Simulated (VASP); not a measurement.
# Zn (a cell with a defect) in VASP: a series of runs, part 3 of 3

VASP 6.6.1. Earlier steps stand in the parts before.

## 6. Single point, PBE+D3(BJ)

Input file INCAR:

```
PREC = Accurate
ENCUT = 520
EDIFF = 1E-6
ISMEAR = -1
SIGMA = 0.1
LREAL = False
LASPH = True
NELM = 100
ALGO = Normal
ISIF = 2
LWAVE = False
LCHARG = False
GGA = PE
IVDW = 12
NBANDS = 90
```

Input file KPOINTS:

```
Automatic mesh
0
Gamma
  2 2 2
```

Input file POSCAR:

```
Zn
1.0
    5.3200000000      0.0000000000      0.0000000000
   -3.9900000000      6.9108830000      0.0000000000
    0.0000000000      0.0000000000      4.9369600000
Zn
13
Direct
    0.1037039863     -0.1311265145     -0.0829457804
    0.0159524692      0.2390143199      0.6243923386
    0.0065012235      0.2963875962      0.1064622764
    0.0297868858      0.6191394066      0.5592915478
   -0.0678159826      0.5809821987      0.0505371727
    0.2359849229      0.9176540827      0.3704506417
    0.7609365105     -0.0789768833      0.1822579077
    0.5526265013      0.2422989942      0.2753111226
    0.4827869859      0.3647435501     -0.2212697693
    0.5560814894      0.5640234396      0.3507219017
    0.5146381606      0.6703195525     -0.0605433303
    0.7355385557      0.9301416331      0.6791628857
    0.5695496308      0.1212290817      0.8242319160
```

Potentials or basis: VASP PAW PBE potentials, release 64 (Zn).

On the command line:

```console
$ cat potpaw_PBE.64/Zn/POTCAR > POTCAR
$ mpirun -np 1 vasp_std > vasp.out
```

OUTCAR:

```text
PREC = Accurate
   ENCUT = 520
   EDIFF = 1E-6
   ISMEAR = -1
   LREAL = False
   LASPH = True
   NELM = 100
   ISIF = 2
   GGA = PE
   IVDW = 12
 IVDW          = 12

 ion  position               nearest neighbor table
   1  0.104  0.869  0.917-   5 2.11   6 2.32  13 2.33   7 2.44  12 2.53   4 2.54  11 2.72   6 2.77

   2  0.016  0.239  0.624-  12 2.17   9 2.29  13 2.29   3 2.43   3 2.60   4 3.01   8 3.02
   3  0.007  0.296  0.106-   8 2.38   2 2.43  13 2.46   5 2.51   2 2.60   7 2.63   9 2.82  10 2.88
                            11 2.97
   4  0.030  0.619  0.559-   6 2.27   5 2.47   1 2.54  10 2.55   5 2.55   9 2.80   2 3.01  11 3.05

   5  0.932  0.581  0.051-   1 2.11  10 2.44   4 2.47   3 2.51   9 2.52   4 2.55   8 2.68  11 2.71
                             6 2.83  11 2.86
   6  0.236  0.918  0.370-   4 2.27   1 2.32   8 2.33   7 2.71   1 2.77  13 2.82   5 2.83   7 2.93
                            12 3.02
   7  0.761  0.921  0.182-  11 2.13   1 2.44  12 2.46  12 2.49  10 2.63   3 2.63   6 2.71  13 2.89
                             6 2.93
   8  0.553  0.242  0.275-   6 2.33   3 2.38  13 2.45  10 2.59   5 2.68   9 2.73   9 2.76  13 2.89
                             2 3.02
   9  0.483  0.365  0.779-  13 2.22   2 2.29  11 2.49   5 2.52  10 2.55   8 2.73   8 2.76   4 2.80
                             3 2.82
  10  0.556  0.564  0.351-  11 2.25   5 2.44   4 2.55   9 2.55   8 2.59   7 2.63   3 2.88  12 3.05
[... 5 lines left out ...]
  13  0.570  0.121  0.824-   9 2.22  12 2.23   2 2.29   1 2.33   8 2.45   3 2.46   6 2.82   7 2.89
                             8 2.89

  LATTYP: Found a simple monoclinic cell.
 ALAT       =     5.3200000000
 B/A-ratio  =     0.9280000000
 C/A-ratio  =     1.3228757068
 COS(beta)  =    -0.1889822292

  Lattice vectors:

 A1 = (   5.3200000000,   0.0000000000,   0.0000000000)
 A2 = (   0.0000000000,   0.0000000000,   4.9369600000)
 A3 = (  -1.3300000000,  -6.9108830000,   0.0000000000)

Analysis of symmetry for initial positions (statically):
=====================================================================
 Subroutine PRICEL returns:
 Original cell was already a primitive cell.

 Routine SETGRP: Setting up the symmetry group for a
 simple monoclinic supercell.

 Subroutine GETGRP returns: Found  1 space group operations
 (whereof  1 operations were pure point group operations)
 out of a pool of  4 trial point group operations.

The static configuration has the point symmetry C_1 .

Analysis of symmetry for dynamics (positions and initial velocities):
=====================================================================
 Subroutine PRICEL returns:
 Original cell was already a primitive cell.

 Routine SETGRP: Setting up the symmetry group for a
 simple monoclinic supercell.

 Subroutine GETGRP returns: Found  1 space group operations
 (whereof  1 operations were pure point group operations)
 out of a pool of  4 trial point group operations.

The dynamic configuration has the point symmetry C_1 .

 Subroutine INISYM returns: Found  1 space group operations
 (whereof  1 operations are pure point group operations),
 and found     1 'primitive' translations

----------------------------------------------------------------------------------------

                                     Primitive cell

  volume of cell :     181.5118

  direct lattice vectors                    reciprocal lattice vectors
     5.320000000  0.000000000  0.000000000     0.187969925  0.108524482  0.000000000
    -3.990000000  6.910883000  0.000000000     0.000000000  0.144699310  0.000000000
     0.000000000  0.000000000  4.936960000     0.000000000  0.000000000  0.202553798
[... 81 lines left out ...]
   ISTART =      0    job   : 0-new  1-cont  2-samecut
   ICHARG =      2    charge: 1-file 2-atom 10-const
   ISPIN  =      1    spin polarized calculation?
   LNONCOLLINEAR =      F non collinear calculations
   LSORBIT =      F    spin-orbit coupling
   LASPH  =      T    aspherical Exc in radial PAW
   ENCUT  =  520.0 eV  38.22 Ry    6.18 a.u.   9.89 14.84  9.18*2*pi/ulx,y,z
   NELM   =    100;   NELMIN=  2; NELMDL= -5     # of ELM steps
   EDIFF  = 0.1E-05   stopping-criterion for ELM
   LREAL  =      F    real-space projection
   EDIFFG = 0.1E-04   stopping-criterion for IOM
   NSW    =      0    number of steps for IOM
   IBRION =     -1    ionic relax: 0-MD 1-quasi-New 2-CG
   NFREE  =      0    steps in history (QN), initial steepest desc. (CG)
   ISIF   =      2    stress and relaxation
   ISYM   =      2    0-nonsym 1-usesym 2-fastsym
   POTIM  = 0.5000    time-step for ionic-motion
   TEBEG  =    0.0;   TEEND  =   0.0 temperature during run
   PSTRESS=    0.0 pullay stress
   NELECT =     156.0000    total number of electrons
   NUPDOWN=      -1.0000    fix difference up-down
   EMIN   =  10.00;   EMAX   =-10.00  energy-range for DOS
   EFERMI =   0.00;   METHOD = LEGACY
   ISMEAR =    -1;   SIGMA  =   0.10  broadening in eV -4-tet -1-fermi 0-gaus
   EFERMI_NEDOS =   21; number of points for ismear=-14 and -15
   IALGO  =     38    algorithm
   IMIX   =      4    mixing-type and parameters
     AMIX     =   0.40;   BMIX     =  1.00
     AMIX_MAG =   1.60;   BMIX_MAG =  1.00
  volume/ion in A,a.u.               =      13.96        94.22
  Fermi-wavevector in a.u.,A,eV,Ry     =   1.556496  2.941352 32.962574  2.422681
  Thomas-Fermi vector in A             =   2.660284
   LORBIT       =      0    0 simple, 1 ext, 2 COOP (PROOUT), +10 PAW based schemes
   GGA     = PE    functional components
   LHFCALC =     F    Hartree Fock is set to
   AEXX    =    0.0000 exact exchange contribution
   IVDW    =    12    specifies the selected vdW correction
   LEPSILON=     F    determine dielectric tensor
   LRPA    =     F    only Hartree local field effects (RPA)
 non-spin polarized calculation
  energy-cutoff  :      520.00
  volume of cell :      181.51
 maximum number of plane-waves:      4912
 NGX is ok and might be reduce to    40
   NGX = 19   NGY = 29   NGZ = 19

 number of electron     156.0000016 magnetization

 Free energy of the ion-electron system (eV)
  ---------------------------------------------------
  ext. energy  EPLUGINS =         0.00000000
  ---------------------------------------------------
  free energy    TOTEN  =        -8.75697163 eV

  energy without entropy =       -8.63662919  energy(sigma->0) =       -8.69680041

 E-fermi :   3.2765     XC(G=0): -11.9129

 val. band max:        3.1967001604   @ k =   0.0000   0.5000   0.5000
 cond. band min:       3.3208704588   @ k =   0.5000   0.0000   0.0000
 fundamental gap:      0.1241702984
 Fermi energy:         3.2765227814

 k-point     1 :       0.0000    0.0000    0.0000
  band No.  band energies     occupation
      1      -7.6556      2.00000
      2      -5.9512      2.00000
      3      -5.8007      2.00000
      4      -5.6092      2.00000
      5      -5.5392      2.00000
      6      -5.5127      2.00000
[... 733 lines left out ...]
     89       9.3191      0.00000
     90       9.4232      0.00000

------------------------ aborting loop because EDIFF is reached ----------------------------------------

 Edisp (eV)   -5.72644

 E8    (eV) :    -2.4158

  FORCE on cell =-STRESS in cart. coord.  units (eV):
  Direction    XX          YY          ZZ          XY          YZ          ZX
  --------------------------------------------------------------------------------------
  -------------------------------------------------------------------------------------
  Total      12.38844    32.14921    25.04681     3.13048    -5.91925    -0.57872
  in kB     109.35089   283.77632   221.08448    27.63227   -52.24833    -5.10828
  external pressure =      204.74 kB  Pullay stress =        0.00 kB

 VOLUME and BASIS-vectors are now :
 -----------------------------------------------------------------------------
  energy-cutoff  :      520.00
  volume of cell :      181.51
      direct lattice vectors                 reciprocal lattice vectors
     5.320000000  0.000000000  0.000000000     0.187969925  0.108524482  0.000000000
    -3.990000000  6.910883000  0.000000000     0.000000000  0.144699310  0.000000000
     0.000000000  0.000000000  4.936960000     0.000000000  0.000000000  0.202553798

 POSITION                                       TOTAL-FORCE (eV/Angst)
 -----------------------------------------------------------------------------------
     -2.91510      6.00468      4.52746        -0.073110      2.535055     -2.269807
     -0.86880      1.65180      3.08260         0.646866      2.726786     -2.542390
     -1.14800      2.04830      0.52560         1.760669      0.779784      0.723083
     -2.31190      4.27880      2.76120         0.807553     -1.768801      0.390721
      2.64110      4.01510      0.24950         1.194094     -2.830830      1.385563
     -2.40600      6.34180      1.82890         0.021060      0.515697      1.097752
      0.37330      6.36508      0.89980        -0.175426      2.683328      2.549247
      1.97320      1.67450      1.35920        -0.716404      0.794812      0.988682
      1.11310      2.52070      3.84456        -0.236061      1.358362     -0.132285
      0.70790      3.89790      1.73150        -1.057615     -0.566437      2.226914
      0.06330      4.63250      4.63806        -1.952629     -3.698133     -2.225646
      0.20180      6.42810      3.35300         0.826417     -2.176328     -2.245353
      2.54630      0.83780      4.06920        -1.045414     -0.353294      0.053519
 -----------------------------------------------------------------------------------
    total drift:                                0.000338     -0.000106     -0.000446

  FREE ENERGIE OF THE ION-ELECTRON SYSTEM (eV)
  ---------------------------------------------------
  free  energy   TOTEN  =       -14.4834101607 eV

  energy  without entropy=      -14.3630677270  energy(sigma->0) =      -14.42323894
```

Wall time 4.4 min (1 thread of AMD EPYC, shared host); peak memory 0.3 GiB.

What came out:

```yaml
Free_energy: -14.4834 eV
Pressure: 20.5 GPa
Largest_force: 4.737 eV/Å
Band_gap_on_the_k_mesh: zero (band 78 reaches 6.03 eV, above the bottom of band 79 at 2.85 eV)
Dispersion_energy_per_atom: -0.440 eV
```

Forces in eV/Å, atoms in the order of the input:
```
Zn  -0.073  2.535 -2.270
Zn   0.647  2.727 -2.542
Zn   1.761  0.780  0.723
Zn   0.808 -1.769  0.391
Zn   1.194 -2.831  1.386
Zn   0.021  0.516  1.098
Zn  -0.175  2.683  2.549
Zn  -0.716  0.795  0.989
Zn  -0.236  1.358 -0.132
Zn  -1.058 -0.566  2.227
Zn  -1.953 -3.698 -2.226
Zn   0.826 -2.176 -2.245
Zn  -1.045 -0.353  0.054
```

Caveat: the k points lie up to 0.68 Å⁻¹ apart.
